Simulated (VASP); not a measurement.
# CuO (Cc) in VASP: a series of runs, part 2 of 2

VASP 6.6.1. Earlier steps stand in the parts before.

### 4 Single point, r2SCAN

This run uses another cell than the first one, of 9.76 Å³/atom.

File POSCAR:

```
CuO
1.0
    2.3129616560     -1.6902431073      0.0000000000
    2.3129616560      1.6902431073      0.0000000000
   -0.8489238166      0.0000000000      4.9910572484
Cu O
2 2
Direct
    0.4968000000      0.0032000000      0.5000000000
    0.0032000000      0.4968000000      0.0000000000
    0.4056000000      0.5714000000      0.7537000000
    0.5714000000      0.4056000000      0.2537000000
```

File INCAR.step1:

```
PREC = Accurate ; ENCUT = 770
ISMEAR = -1 ; SIGMA = 0.05
LREAL = False ; LASPH = True
NELM = 120 ; NBANDS = 33
GGA = PE ; ALGO = Normal
EDIFF = 1E-5 ; LWAVE = True
LCHARG = False ; GGA_COMPAT = False
```

File INCAR.step2:

```
PREC = Accurate ; ENCUT = 770
EDIFF = 1E-6 ; ISMEAR = -1
SIGMA = 0.05 ; LREAL = False
LASPH = True ; NELM = 120
ALGO = Normal ; ISIF = 2
LWAVE = False ; LCHARG = False
METAGGA = R2SCAN ; LMIXTAU = True
NBANDS = 33 ; ISTART = 1
GGA_COMPAT = False
```

File KPOINTS:

```
Automatic mesh
0
Gamma
  10 10 5
```

Potentials or basis: VASP PAW PBE potentials, release 64 (Cu_sv_GW, O).

On the command line:

```sh
$ cat potpaw_PBE.64/Cu_sv_GW/POTCAR potpaw_PBE.64/O/POTCAR > POTCAR
$ cp INCAR.step1 INCAR
$ mpirun -np 1 vasp_std > vasp.out
$ cp INCAR.step2 INCAR
$ mpirun -np 1 vasp_std > vasp.out
```

OUTCAR:

```text
PREC = Accurate
   ENCUT = 770
   EDIFF = 1E-6
   ISMEAR = -1
   LREAL = False
   LASPH = True
   NELM = 120
   ISIF = 2
   METAGGA = R2SCAN
   ISTART = 1

 ion  position               nearest neighbor table
   1  0.497  0.003  0.500-   4 1.88   3 1.91   4 1.95   3 1.99
   2  0.003  0.497  0.000-   3 1.88   4 1.91   3 1.95   4 1.99
   3  0.406  0.571  0.754-   2 1.88   1 1.91   2 1.95   1 1.99
   4  0.571  0.406  0.254-   1 1.88   2 1.91   1 1.95   2 1.99

  LATTYP: Found a base centered monoclinic cell.
 ALAT       =     4.6259233120
 B/A-ratio  =     0.7307700510
 C/A-ratio  =     1.0944277398
 COS(beta)  =    -0.1676807457

  Lattice vectors:

 A1 = (   2.3129616560,  -1.6902431073,   0.0000000000)
 A2 = (   2.3129616560,   1.6902431073,   0.0000000000)
 A3 = (  -0.8489238166,   0.0000000000,   4.9910572484)

Analysis of symmetry for initial positions (statically):
=====================================================================
 Subroutine PRICEL returns:
 Original cell was already a primitive cell.

 Routine SETGRP: Setting up the symmetry group for a
 base centered monoclinic supercell.

 Subroutine GETGRP returns: Found  2 space group operations
 (whereof  1 operations were pure point group operations)
 out of a pool of  4 trial point group operations.

The static configuration has the point symmetry C_1 .
 The point group associated with its full space group is C_1h.

Analysis of symmetry for dynamics (positions and initial velocities):
=====================================================================
 Subroutine PRICEL returns:
 Original cell was already a primitive cell.

 Routine SETGRP: Setting up the symmetry group for a
 base centered monoclinic supercell.

 Subroutine GETGRP returns: Found  2 space group operations
 (whereof  1 operations were pure point group operations)
[... 122 lines left out ...]
   ISMEAR =    -1;   SIGMA  =   0.05  broadening in eV -4-tet -1-fermi 0-gaus
   EFERMI_NEDOS =   21; number of points for ismear=-14 and -15
   IALGO  =     38    algorithm
   IMIX   =      4    mixing-type and parameters
     AMIX     =   0.40;   BMIX     =  1.00
     AMIX_MAG =   1.60;   BMIX_MAG =  1.00
  volume/ion in A,a.u.               =       9.76        65.84
  Fermi-wavevector in a.u.,A,eV,Ry     =   1.778081  3.360085 43.015781  3.161571
  Thomas-Fermi vector in A             =   2.843345
   LORBIT       =      0    0 simple, 1 ext, 2 COOP (PROOUT), +10 PAW based schemes
   METAGGA = R2SCAN    functional components
   LHFCALC =     F    Hartree Fock is set to
   AEXX    =    0.0000 exact exchange contribution
   IVDW    =     0    specifies the selected vdW correction
   LEPSILON=     F    determine dielectric tensor
   LRPA    =     F    only Hartree local field effects (RPA)
 non-spin polarized calculation
  energy-cutoff  :      770.00
  volume of cell :       39.02
 maximum number of plane-waves:      1919
 NGX is ok and might be reduce to    28
   NGX = 13   NGY = 13   NGZ = 23

 number of electron      50.0000006 magnetization

 Free energy of the ion-electron system (eV)
  ---------------------------------------------------
  ext. energy  EPLUGINS =         0.00000000
  ---------------------------------------------------
  free energy    TOTEN  =       -36.54348137 eV

  energy without entropy =      -36.52559301  energy(sigma->0) =      -36.53453719

 E-fermi :   6.0926     XC(G=0): -13.2806

 val. band max:        6.0841714036   @ k =  -0.2000   0.3000   0.4000
 cond. band min:       6.0956781222   @ k =   0.5000   0.5000   0.4000
 fundamental gap:      0.0115067186
 Fermi energy:         6.0926393808

 k-point     1 :       0.0000    0.0000    0.0000
  band No.  band energies     occupation
      1    -110.5700      2.00000
      2    -110.5695      2.00000
      3     -66.5528      2.00000
      4     -66.5523      2.00000
      5     -66.5362      2.00000
      6     -66.5244      2.00000
[... 853 lines left out ...]
     32      20.4518      0.00000
     33      21.4474      0.00000

 [... further k-points ...]

------------------------ aborting loop because EDIFF is reached ----------------------------------------

  FORCE on cell =-STRESS in cart. coord.  units (eV):
  Direction    XX          YY          ZZ          XY          YZ          ZX
  --------------------------------------------------------------------------------------
  -------------------------------------------------------------------------------------
  Total        1.1490213      1.1303202      1.2827563      0.0000000      0.0000000     -0.5483572
  in kB       47.1735456     46.4057630     52.6640887      0.0000000      0.0000000    -22.5130317
  external PRESSURE =      48.7477991 kB  Pullay stress =       0.0000000 kB

 VOLUME and BASIS-vectors are now :
 -----------------------------------------------------------------------------
  energy-cutoff  :      770.00
  volume of cell :       39.02
      direct lattice vectors                 reciprocal lattice vectors
     2.312961656 -1.690243107  0.000000000     0.216173061 -0.295815435  0.036768655
     2.312961656  1.690243107  0.000000000     0.216173061  0.295815435  0.036768655
    -0.848923817  0.000000000  4.991057248     0.000000000  0.000000000  0.200358351

 POSITION                                       TOTAL-FORCE (eV/Angst)
 -----------------------------------------------------------------------------------
      0.73202     -0.83430      2.49553        -0.724497     -0.421164      0.288900
      1.15648      0.83430      0.00000        -0.724497      0.421164      0.288900
      1.61993      0.28024      3.76176         0.724497     -0.192479     -0.288900
      2.04439     -0.28024      1.26623         0.724497      0.192479     -0.288900
 -----------------------------------------------------------------------------------
    total drift:                               -0.017199      0.000000     -0.006472

  FREE ENERGIE OF THE ION-ELECTRON SYSTEM (eV)
  ---------------------------------------------------
  free  energy   TOTEN  =       -36.5434813723 eV

  energy  without entropy=      -36.5255930065  energy(sigma->0) =      -36.53453719
```

OUTCAR.step1:

```text
PREC = Accurate
   ENCUT = 770
   ISMEAR = -1
   LREAL = False
   LASPH = True
   NELM = 120
[... 1096 lines left out ...]
      1.15648      0.83430      0.00000        -0.729095      0.420764      0.292884
      1.61993      0.28024      3.76176         0.729095     -0.168532     -0.292884
      2.04439     -0.28024      1.26623         0.729095      0.168532     -0.292884
 -----------------------------------------------------------------------------------
    total drift:                                0.027508      0.000000      0.001221

  FREE ENERGIE OF THE ION-ELECTRON SYSTEM (eV)
  ---------------------------------------------------
  free  energy   TOTEN  =       -19.5529035917 eV

  energy  without entropy=      -19.5343261697  energy(sigma->0) =      -19.54361488
```

Wall time 14 min (1 thread of AMD EPYC 9R45 (Zen 5), shared host); peak memory 0.41 GiB.

What came out:

```
Free energy            : -36.5435 eV
Pressure               : 4.9 GPa
Largest force          : 0.886 eV/Å
Band gap on the k mesh : zero (bands 25 and 26 overlap by 0.59 eV)
```

Forces in eV/Å, atoms in the order of the input:
```
Cu  -0.724 -0.421  0.289
Cu  -0.724  0.421  0.289
O    0.724 -0.192 -0.289
O    0.724  0.192 -0.289
```

Levels at points of the mesh, in eV from the Fermi level:
| k point | band 21 | band 22 | band 23 | band 24 | band 25 | band 26 | band 27 | band 28 | band 29 | band 30 |
| --- | --- | --- | --- | --- | --- | --- | --- | --- | --- | --- |
| (0.00, 0.00, 0.00) | -2.65 | -2.55 | -2.44 | -1.96 | 0.19 | 0.98 | 2.15 | 6.53 | 8.92 | 14.12 |
| (0.50, 0.00, 0.00) | -2.40 | -1.89 | -1.77 | -1.65 | -0.02 | 0.30 | 5.25 | 6.95 | 7.61 | 11.94 |
| (0.50, 0.50, 0.00) | -2.47 | -2.41 | -1.72 | -1.47 | -0.80 | 1.14 | 3.57 | 7.66 | 9.04 | 10.98 |

Caveat: the cell stands under pressure; the PAW data sets were made with another functional, which shifts forces and pressure a little; semilocal functionals often make such compounds metallic where correlation or magnetic order opens a gap, which also shifts bond lengths. With open d or f shells a metallic result of r2SCAN can be an artefact of self-interaction; +U or a hybrid may open a gap.

### 5 Single point, r2SCAN

This run uses another cell than the first one, of 10.57 Å³/atom.

File POSCAR:

```
CuO
1.0
    2.3755041962     -1.7359473225      0.0000000000
    2.3755041962      1.7359473225      0.0000000000
   -0.8718787375      0.0000000000      5.1260155593
Cu O
2 2
Direct
    0.4968000000      0.0032000000      0.5000000000
    0.0032000000      0.4968000000      0.0000000000
    0.4056000000      0.5714000000      0.7537000000
    0.5714000000      0.4056000000      0.2537000000
```

File INCAR.step1:

```
SYSTEM = CuO
PREC = Accurate ; ENCUT = 520
ISMEAR = -1 ; SIGMA = 0.05
LREAL = .FALSE. ; LASPH = .TRUE.
NELM = 80 ; NBANDS = 25
GGA = PE ; ALGO = Normal
EDIFF = 1E-4 ; LWAVE = .TRUE.
LCHARG = .FALSE.
```

File INCAR.step2:

```
SYSTEM = CuO
PREC = Accurate ; ENCUT = 520
EDIFF = 1E-6 ; ISMEAR = -1
SIGMA = 0.05 ; LREAL = .FALSE.
LASPH = .TRUE. ; NELM = 80
ALGO = Normal ; ISIF = 2
LWAVE = .FALSE. ; LCHARG = .FALSE.
METAGGA = R2SCAN ; LMIXTAU = .TRUE.
NBANDS = 25 ; ISTART = 1
```

File KPOINTS:

```
regular mesh
0
G
  10 10 5
  0 0 0
```

Potentials or basis: VASP PAW PBE potentials, release 64 (Cu, O).

On the command line:

```sh
$ cat potpaw_PBE.64/Cu/POTCAR potpaw_PBE.64/O/POTCAR > POTCAR
$ cp INCAR.step1 INCAR
$ mpirun -np 1 vasp_std > vasp.out
$ cp INCAR.step2 INCAR
$ mpirun -np 1 vasp_std > vasp.out
```

It took 3.7 min on 1 thread of Intel Xeon Platinum 8488C (Sapphire Rapids), shared host; peak memory 0.26 GiB.

Results (log left out):

```
Free energy            : -36.2972 eV
Pressure               : -6.9 GPa
Largest force          : 0.709 eV/Å
Band gap on the k mesh : zero (bands 17 and 18 overlap by 0.59 eV)
```

Forces in eV/Å, atoms in the order of the input:
```
Cu  -0.543 -0.293  0.210
Cu  -0.543  0.293  0.210
O    0.543 -0.405 -0.210
O    0.543  0.405 -0.210
```

Stress tensor (GPa, compression positive):
```
-7.49  0.00 -0.30
 0.00 -4.24  0.00
-0.30  0.00 -9.05
```

Levels at points of the mesh, in eV from the Fermi level:
| k point | band 13 | band 14 | band 15 | band 16 | band 17 | band 18 | band 19 | band 20 | band 21 | band 22 |
| --- | --- | --- | --- | --- | --- | --- | --- | --- | --- | --- |
| (0.00, 0.00, 0.00) | -2.35 | -2.29 | -2.19 | -1.78 | 0.20 | 0.91 | 1.90 | 6.51 | 8.47 | 13.85 |
| (0.50, 0.00, 0.00) | -2.17 | -1.69 | -1.56 | -1.48 | -0.01 | 0.30 | 5.34 | 6.68 | 7.28 | 11.55 |
| (0.50, 0.50, 0.00) | -2.22 | -2.16 | -1.66 | -1.33 | -0.72 | 1.06 | 3.88 | 7.41 | 8.99 | 10.38 |

Caveat: the cell stands under tension; the PAW data sets were made with another functional, which shifts forces and pressure a little; semilocal functionals often make such compounds metallic where correlation or magnetic order opens a gap, which also shifts bond lengths. With open d or f shells a metallic result of r2SCAN can be an artefact of self-interaction; +U or a hybrid may open a gap.

### 6 The runs side by side

| task | level | potentials or basis | cell | k mesh | cutoff (eV) | gap on the mesh (eV) | pressure (GPa) | largest force (eV/Å) |
| --- | --- | --- | --- | --- | --- | --- | --- | --- |
| relaxation of the atoms | PBE | VASP PAW PBE potentials, release 64 (Cu, O) | atoms relaxed from a = 2.788, b = 2.788, c = 5.126 Å, angles 97.5, 97.5, 72.3°, 4 atoms | 8 × 8 × 5 | 520 | none | 22.7 | 0.01 |
| single point | PBE | VASP PAW PBE potentials, release 64 (Cu, O) | a = 2.961, b = 2.961, c = 5.233 Å, angles 97.8, 97.8, 72.3°, 4 atoms | 10 × 10 × 5 | 520 | none | -3.3 | 0.70 |
| single point | r2SCAN | VASP PAW PBE potentials, release 64 (Cu_sv_GW, O) | a = 2.865, b = 2.865, c = 5.063 Å, angles 97.8, 97.8, 72.3°, 4 atoms | 10 × 10 × 5 | 770 | none | 4.9 | 0.89 |
| single point | r2SCAN | VASP PAW PBE potentials, release 64 (Cu, O) | a = 2.942, b = 2.942, c = 5.200 Å, angles 97.8, 97.8, 72.3°, 4 atoms | 10 × 10 × 5 | 520 | none | -6.9 | 0.71 |

Alike in all rows: no spin polarisation; smearing fermi-dirac 0.05 eV.

Caveats: semilocal functionals often make such compounds metallic where correlation or magnetic order opens a gap, which also shifts bond lengths; the cell stands under tension (at least some runs); the PAW data sets were made with another functional, which shifts forces and pressure a little (at least some runs); the cell stands under pressure (at least some runs).

Absolute energies hang on the potentials; compare differences alone.
